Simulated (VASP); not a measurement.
# KCl (Fm-3m) in VASP: a series of runs, part 2 of 2

VASP 6.6.1.

## (4) Single point, r2SCAN

This run uses another cell than the first one, of 31.10 Å³/atom, 1.064 times its volume.

File POSCAR:

```
KCl
1.0
    0.0000000000      3.1448483099      3.1448483099
    3.1448483099      0.0000000000      3.1448483099
    3.1448483099      3.1448483099      0.0000000000
K Cl
1 1
Direct
    0.0000000000      0.0000000000      0.0000000000
    0.5000000000      0.5000000000      0.5000000000
```

File INCAR.step1:

```
  ALGO = Normal
  EDIFF = 1E-4
  ENCUT = 520
  GGA = PE
  ISMEAR = 0
  LASPH = True
  LCHARG = False
  LREAL = False
  LWAVE = True
  NBANDS = 15
  NELM = 100
  PREC = Accurate
  SIGMA = 0.01
```

File INCAR.step2:

```
  ALGO = Normal
  EDIFF = 1E-6
  ENCUT = 520
  ISIF = 2
  ISMEAR = 0
  ISTART = 1
  LASPH = True
  LCHARG = False
  LMIXTAU = True
  LREAL = False
  LWAVE = False
  METAGGA = R2SCAN
  NBANDS = 15
  NELM = 100
  PREC = Accurate
  SIGMA = 0.01
```

File KPOINTS:

```
k-points
0
Gamma
  6 6 6
```

Potentials or basis: VASP PAW PBE potentials, release 64 (K_sv, Cl).

Command:

```console
$ cat potpaw_PBE.64/K_sv/POTCAR potpaw_PBE.64/Cl/POTCAR > POTCAR
$ cp INCAR.step1 INCAR
$ mpirun -np 1 vasp_std > vasp.out
$ cp INCAR.step2 INCAR
$ mpirun -np 1 vasp_std > vasp.out
```

OUTCAR:

```text
EDIFF = 1E-6
   ENCUT = 520
   ISIF = 2
   ISMEAR = 0
   ISTART = 1
   LASPH = True
   LREAL = False
   METAGGA = R2SCAN
   NELM = 100
   PREC = Accurate

 ion  position               nearest neighbor table
   1  0.000  0.000  0.000-   2 3.14   2 3.14   2 3.14   2 3.14   2 3.14   2 3.14
   2  0.500  0.500  0.500-   1 3.14   1 3.14   1 3.14   1 3.14   1 3.14   1 3.14

  LATTYP: Found a face centered cubic cell.
 ALAT       =     6.2896966198

  Lattice vectors:

 A1 = (   0.0000000000,   3.1448483099,   3.1448483099)
 A2 = (   3.1448483099,   0.0000000000,   3.1448483099)
 A3 = (   3.1448483099,   3.1448483099,   0.0000000000)

Analysis of symmetry for initial positions (statically):
=====================================================================
 Subroutine PRICEL returns:
 Original cell was already a primitive cell.

 Routine SETGRP: Setting up the symmetry group for a
 face centered cubic supercell.

 Subroutine GETGRP returns: Found 48 space group operations
[... 9 lines left out ...]

 Routine SETGRP: Setting up the symmetry group for a
 face centered cubic supercell.

 Subroutine GETGRP returns: Found 48 space group operations
 (whereof 48 operations were pure point group operations)
 out of a pool of 48 trial point group operations.

The dynamic configuration has the point symmetry O_h .

 Subroutine INISYM returns: Found 48 space group operations
 (whereof 48 operations are pure point group operations),
 and found     1 'primitive' translations

----------------------------------------------------------------------------------------

                                     Primitive cell

  volume of cell :      62.2055

  direct lattice vectors                    reciprocal lattice vectors
     0.000000000  3.144848310  3.144848310    -0.158990180  0.158990180  0.158990180
     3.144848310  0.000000000  3.144848310     0.158990180 -0.158990180  0.158990180
     3.144848310  3.144848310  0.000000000     0.158990180  0.158990180 -0.158990180

  length of vectors
[... 101 lines left out ...]
   IVDW    =     0    specifies the selected vdW correction
   LEPSILON=     F    determine dielectric tensor
   LRPA    =     F    only Hartree local field effects (RPA)
 non-spin polarized calculation
 Gauss-broadening in eV      SIGMA  =   0.01
  energy-cutoff  :      520.00
  volume of cell :       62.21
 maximum number of plane-waves:      1694
 NGX is ok and might be reduce to    36
   NGX = 17   NGY = 17   NGZ = 17

 number of electron      16.0000001 magnetization

 Free energy of the ion-electron system (eV)
  ---------------------------------------------------
  ext. energy  EPLUGINS =         0.00000000
  ---------------------------------------------------
  free energy    TOTEN  =       -16.50648773 eV

  energy without entropy =      -16.50648773  energy(sigma->0) =      -16.50648773

 E-fermi :  -2.2144     XC(G=0):  -7.9603

 val. band max:       -2.2580824994   @ k =   0.0000   0.0000   0.0000
 cond. band min:       3.5771011495   @ k =   0.0000   0.0000   0.0000
 fundamental gap:      5.8351836488
 Fermi energy:        -2.2144216360

 k-point     1 :       0.0000    0.0000    0.0000
  band No.  band energies     occupation
      1     -30.5230      2.00000
      2     -14.9299      2.00000
      3     -13.2143      2.00000
      4     -13.2143      2.00000
      5     -13.2143      2.00000
      6      -2.2581      2.00000
      7      -2.2581      2.00000
      8      -2.2581      2.00000
      9       3.5771      0.00000
     10       6.7765      0.00000
     11       6.7765      0.00000
     12       6.7765      0.00000
     13       7.8204      0.00000
     14       7.8204      0.00000
[... 257 lines left out ...]
      2     -14.8935      2.00000
      3     -13.3326      2.00000
      4     -13.2902      2.00000
      5     -13.1661      2.00000
      6      -2.8393      2.00000
      7      -2.6777      2.00000
      8      -2.6213      2.00000
      9       5.5223      0.00000
     10       7.2603      0.00000
     11       7.7186      0.00000
     12       8.8238      0.00000
     13       9.5962      0.00000
     14      10.2765      0.00000
     15      10.8717      0.00000

------------------------ aborting loop because EDIFF is reached ----------------------------------------

  FORCE on cell =-STRESS in cart. coord.  units (eV):
  Direction    XX          YY          ZZ          XY          YZ          ZX
  --------------------------------------------------------------------------------------
  -------------------------------------------------------------------------------------
  Total        0.0011202      0.0011202      0.0011202      0.0000000      0.0000000     -0.0000000
  in kB        0.0288529      0.0288529      0.0288529      0.0000000      0.0000000     -0.0000000
  external PRESSURE =       0.0288529 kB  Pullay stress =       0.0000000 kB

 VOLUME and BASIS-vectors are now :
 -----------------------------------------------------------------------------
  energy-cutoff  :      520.00
  volume of cell :       62.21
      direct lattice vectors                 reciprocal lattice vectors
     0.000000000  3.144848310  3.144848310    -0.158990180  0.158990180  0.158990180
     3.144848310  0.000000000  3.144848310     0.158990180 -0.158990180  0.158990180
     3.144848310  3.144848310  0.000000000     0.158990180  0.158990180 -0.158990180

 POSITION                                       TOTAL-FORCE (eV/Angst)
 -----------------------------------------------------------------------------------
      0.00000      0.00000      0.00000        -0.000000      0.000000      0.000000
      3.14485      3.14485      3.14485         0.000000     -0.000000     -0.000000
 -----------------------------------------------------------------------------------
    total drift:                                0.000000      0.000000      0.000000

  FREE ENERGIE OF THE ION-ELECTRON SYSTEM (eV)
  ---------------------------------------------------
  free  energy   TOTEN  =       -16.5064877301 eV

  energy  without entropy=      -16.5064877301  energy(sigma->0) =      -16.50648773
```

OUTCAR.step1:

```text
EDIFF = 1E-4
   ENCUT = 520
   GGA = PE
   ISMEAR = 0
   LASPH = True
[... 498 lines left out ...]
 -----------------------------------------------------------------------------------
      0.00000      0.00000      0.00000         0.000000      0.000000      0.000000
      3.14485      3.14485      3.14485        -0.000000      0.000000     -0.000000
 -----------------------------------------------------------------------------------
    total drift:                                0.000000      0.000000      0.000000

  FREE ENERGIE OF THE ION-ELECTRON SYSTEM (eV)
  ---------------------------------------------------
  free  energy   TOTEN  =        -6.8033691735 eV

  energy  without entropy=       -6.8033691735  energy(sigma->0) =       -6.80336917
```

OSZICAR.step1:

```text
N       E                     dE             d eps       ncg     rms          rms(c)
DAV:   1     0.101541735149E+03    0.10154E+03   -0.70101E+03   480   0.950E+02
DAV:   2    -0.927927925846E+00   -0.10247E+03   -0.95178E+02   615   0.236E+02
DAV:   3    -0.687055852374E+01   -0.59426E+01   -0.59089E+01   669   0.515E+01
DAV:   4    -0.709281314225E+01   -0.22225E+00   -0.22218E+00   759   0.870E+00
DAV:   5    -0.709431721952E+01   -0.15041E-02   -0.15041E-02   669   0.800E-01    0.333E+00
DAV:   6    -0.680468831101E+01    0.28963E+00   -0.41941E-01   599   0.327E+00    0.273E+00
DAV:   7    -0.678991621988E+01    0.14772E-01   -0.10351E-01   648   0.182E+00    0.157E+00
DAV:   8    -0.680205383085E+01   -0.12138E-01   -0.15895E-02   650   0.947E-01    0.180E-01
DAV:   9    -0.680278245949E+01   -0.72863E-03   -0.91698E-04   606   0.189E-01    0.962E-02
DAV:  10    -0.680336504607E+01   -0.58259E-03   -0.60953E-04   529   0.155E-01    0.200E-02
DAV:  11    -0.680336917353E+01   -0.41275E-05   -0.17634E-05   492   0.269E-02
   1 F= -.68033692E+01 E0= -.68033692E+01  d E =-.336144E-30
```

Wall time 37 s (1 thread of Intel Xeon Platinum 8559C (Emerald Rapids), shared host); peak memory 0.21 GiB.

What came out:

| Quantity | Value |
| --- | --- |
| Free energy | -16.5065 eV |
| Pressure | 0.0 GPa |
| Band gap on the k mesh | 5.84 eV, direct |

Levels at points of the mesh, in eV from the valence-band top:
```
           k point  band 4  band 5  band 6  band 7  band 8  band 9  band 10  band 11  band 12  band 13
(0.00, 0.00, 0.00)  -10.96  -10.96    0.00    0.00    0.00    5.84     9.03     9.03     9.03    10.08
(0.50, 0.00, 0.00)  -10.96  -10.73   -1.05   -0.32   -0.32    8.14     9.25    11.33    11.33    12.19
(0.50, 0.50, 0.00)  -11.01  -11.01   -0.67   -0.23   -0.23    7.03     9.22    10.70    11.11    11.57
```

Caveat: the PAW data sets were made with another functional, which shifts forces and pressure a little. r2SCAN opens gaps a little over a GGA but as a rule still falls short of measured ones.

## (5) Single point, r2SCAN (volume changed by +3%)

File POSCAR:

```
KCl
1.0
    0.0000000000      3.1759874470      3.1759874470
    3.1759874470      0.0000000000      3.1759874470
    3.1759874470      3.1759874470      0.0000000000
K Cl
1 1
Direct
    0.0000000000      0.0000000000      0.0000000000
    0.5000000000      0.5000000000      0.5000000000
```

File INCAR.step1:

```
ALGO     = Normal         # electronic algorithm
EDIFF    = 1E-4           # SCF threshold, eV
ENCUT    = 520            # plane-wave cutoff, eV
GGA      = PE             # functional
ISMEAR   = 0              # smearing method
LASPH    = T              # aspherical terms in the spheres
LCHARG   = F              # write CHGCAR
LREAL    = F              # projectors in reciprocal space
LWAVE    = T              # write WAVECAR
NBANDS   = 15             # bands
NELM     = 60             # most SCF steps
PREC     = Accurate       # precision mode
SIGMA    = 0.01           # smearing width, eV
```

File INCAR.step2:

```
ALGO     = Normal         # electronic algorithm
EDIFF    = 1E-6           # SCF threshold, eV
ENCUT    = 520            # plane-wave cutoff, eV
ISIF     = 2              # what is computed and relaxed
ISMEAR   = 0              # smearing method
ISTART   = 1            
LASPH    = T              # aspherical terms in the spheres
LCHARG   = F              # write CHGCAR
LMIXTAU  = T            
LREAL    = F              # projectors in reciprocal space
LWAVE    = F              # write WAVECAR
METAGGA  = R2SCAN         # meta-GGA
NBANDS   = 15             # bands
NELM     = 60             # most SCF steps
PREC     = Accurate       # precision mode
SIGMA    = 0.01           # smearing width, eV
```

KPOINTS is that of step 4.

Potentials or basis: VASP PAW PBE potentials, release 64 (K_sv, Cl).

Command:

```console
$ cat potpaw_PBE.64/K_sv/POTCAR potpaw_PBE.64/Cl/POTCAR > POTCAR
$ cp INCAR.step1 INCAR
$ mpirun -np 1 vasp_std > vasp.out
$ cp INCAR.step2 INCAR
$ mpirun -np 1 vasp_std > vasp.out
```

OUTCAR:

```text
EDIFF = 1E-6
   ENCUT = 520
   ISIF = 2
   ISMEAR = 0
   ISTART = 1
   LASPH = T
   LREAL = F
   METAGGA = R2SCAN
   NELM = 60
   PREC = Accurate

 ion  position               nearest neighbor table
   1  0.000  0.000  0.000-   2 3.18   2 3.18   2 3.18   2 3.18   2 3.18   2 3.18
   2  0.500  0.500  0.500-   1 3.18   1 3.18   1 3.18   1 3.18   1 3.18   1 3.18

  LATTYP: Found a face centered cubic cell.
 ALAT       =     6.3519748940

  Lattice vectors:

 A1 = (   0.0000000000,   3.1759874470,   3.1759874470)
 A2 = (   3.1759874470,   0.0000000000,   3.1759874470)
 A3 = (   3.1759874470,   3.1759874470,   0.0000000000)

Analysis of symmetry for initial positions (statically):
=====================================================================
 Subroutine PRICEL returns:
 Original cell was already a primitive cell.

 Routine SETGRP: Setting up the symmetry group for a
 face centered cubic supercell.

 Subroutine GETGRP returns: Found 48 space group operations
[... 9 lines left out ...]

 Routine SETGRP: Setting up the symmetry group for a
 face centered cubic supercell.

 Subroutine GETGRP returns: Found 48 space group operations
 (whereof 48 operations were pure point group operations)
[... 156 lines left out ...]
      6      -2.3722      2.00000
      7      -2.3722      2.00000
      8      -2.3722      2.00000
      9       3.3599      0.00000
     10       6.6486      0.00000
     11       6.6486      0.00000
     12       6.6486      0.00000
     13       7.6753      0.00000
     14       7.6753      0.00000
[... 257 lines left out ...]
      2     -14.9770      2.00000
      3     -13.5062      2.00000
      4     -13.4687      2.00000
      5     -13.3564      2.00000
      6      -2.9344      2.00000
      7      -2.7695      2.00000
      8      -2.7231      2.00000
      9       5.4003      0.00000
     10       7.0532      0.00000
     11       7.4586      0.00000
     12       8.5826      0.00000
     13       9.3826      0.00000
     14      10.0468      0.00000
     15      10.5898      0.00000

------------------------ aborting loop because EDIFF is reached ----------------------------------------

  FORCE on cell =-STRESS in cart. coord.  units (eV):
  Direction    XX          YY          ZZ          XY          YZ          ZX
  --------------------------------------------------------------------------------------
  -------------------------------------------------------------------------------------
  Total       -0.2125237     -0.2125237     -0.2125237     -0.0000000     -0.0000000     -0.0000000
  in kB       -5.3143692     -5.3143692     -5.3143692     -0.0000000     -0.0000000     -0.0000000
  external PRESSURE =      -5.3143692 kB  Pullay stress =       0.0000000 kB

 VOLUME and BASIS-vectors are now :
 -----------------------------------------------------------------------------
  energy-cutoff  :      520.00
  volume of cell :       64.07
      direct lattice vectors                 reciprocal lattice vectors
     0.000000000  3.175987447  3.175987447    -0.157431353  0.157431353  0.157431353
     3.175987447  0.000000000  3.175987447     0.157431353 -0.157431353  0.157431353
     3.175987447  3.175987447  0.000000000     0.157431353  0.157431353 -0.157431353

 POSITION                                       TOTAL-FORCE (eV/Angst)
 -----------------------------------------------------------------------------------
      0.00000      0.00000      0.00000        -0.000000     -0.000000     -0.000000
      3.17599      3.17599      3.17599         0.000000      0.000000      0.000000
 -----------------------------------------------------------------------------------
    total drift:                                0.000000      0.000000      0.000000

  FREE ENERGIE OF THE ION-ELECTRON SYSTEM (eV)
  ---------------------------------------------------
  free  energy   TOTEN  =       -16.5040541622 eV

  energy  without entropy=      -16.5040541622  energy(sigma->0) =      -16.50405416
```

OUTCAR.step1:

```text
EDIFF = 1E-4
   ENCUT = 520
   GGA = PE
   ISMEAR = 0
   LASPH = T
[... 498 lines left out ...]
 -----------------------------------------------------------------------------------
      0.00000      0.00000      0.00000         0.000000      0.000000     -0.000000
      3.17599      3.17599      3.17599        -0.000000     -0.000000      0.000000
 -----------------------------------------------------------------------------------
    total drift:                                0.000000      0.000000      0.000000

  FREE ENERGIE OF THE ION-ELECTRON SYSTEM (eV)
  ---------------------------------------------------
  free  energy   TOTEN  =        -6.8099933504 eV

  energy  without entropy=       -6.8099933504  energy(sigma->0) =       -6.80999335
```

OSZICAR.step1:

```text
N       E                     dE             d eps       ncg     rms          rms(c)
DAV:   1     0.103986479771E+03    0.10399E+03   -0.70854E+03   480   0.952E+02
DAV:   2    -0.232802339969E+00   -0.10422E+03   -0.94504E+02   628   0.236E+02
DAV:   3    -0.686391391047E+01   -0.66311E+01   -0.65900E+01   634   0.531E+01
DAV:   4    -0.710742388920E+01   -0.24351E+00   -0.24346E+00   736   0.956E+00
DAV:   5    -0.710934975267E+01   -0.19259E-02   -0.19258E-02   662   0.902E-01    0.321E+00
DAV:   6    -0.681181983591E+01    0.29753E+00   -0.43060E-01   592   0.326E+00    0.262E+00
DAV:   7    -0.679618717094E+01    0.15633E-01   -0.10504E-01   648   0.181E+00    0.152E+00
DAV:   8    -0.680859118273E+01   -0.12404E-01   -0.16342E-02   607   0.951E-01    0.176E-01
DAV:   9    -0.680940640621E+01   -0.81522E-03   -0.10639E-03   627   0.204E-01    0.974E-02
DAV:  10    -0.680998917239E+01   -0.58277E-03   -0.60777E-04   522   0.156E-01    0.202E-02
DAV:  11    -0.680999335045E+01   -0.41781E-05   -0.18256E-05   485   0.267E-02
   1 F= -.68099934E+01 E0= -.68099934E+01  d E =-.796076E-57
```

Run time: 43 s. Hardware: 1 thread of Intel Xeon Platinum 8559C (Emerald Rapids), shared host; peak memory 0.21 GiB.

What came out:

- Free energy: -16.5041 eV
- Pressure: -0.5 GPa
- Band gap on the k mesh: 5.73 eV, direct

Levels at points of the mesh, in eV from the valence-band top:
```csv
k point,band 5,band 6,band 7,band 8,band 9,band 10,band 11,band 12
"(0.00, 0.00, 0.00)",-11.03,0.00,0.00,0.00,5.73,9.02,9.02,9.02
"(0.50, 0.00, 0.00)",-10.82,-1.00,-0.30,-0.30,8.05,9.13,11.23,11.23
"(0.50, 0.50, 0.00)",-11.08,-0.65,-0.22,-0.22,7.06,9.09,10.52,11.06
```

Caveat: the cell differs from its parent crystal (volume changed by +3%); the PAW data sets were made with another functional, which shifts forces and pressure a little.

## (6) The runs side by side

```csv
cell,gap on the mesh (eV),pressure (GPa)
"a = 4.357 Å, angles 60.0°, 2 atoms",6.06,1.4
"a = 4.403 Å, angles 60.0°, 2 atoms",5.95,0.7
"a = 4.447 Å, angles 60.0°, 2 atoms",5.84,0.0
"a = 4.492 Å, angles 60.0°, 2 atoms",5.73,-0.5
```

Alike in all rows: task single point; level r2SCAN; potentials or basis VASP PAW PBE potentials, release 64 (K_sv, Cl); no spin polarisation; k mesh 6 × 6 × 6; cutoff (eV) 520; smearing gaussian 0.01 eV.

Caveats: the PAW data sets were made with another functional, which shifts forces and pressure a little.

Absolute energies hang on the potentials; compare differences alone.
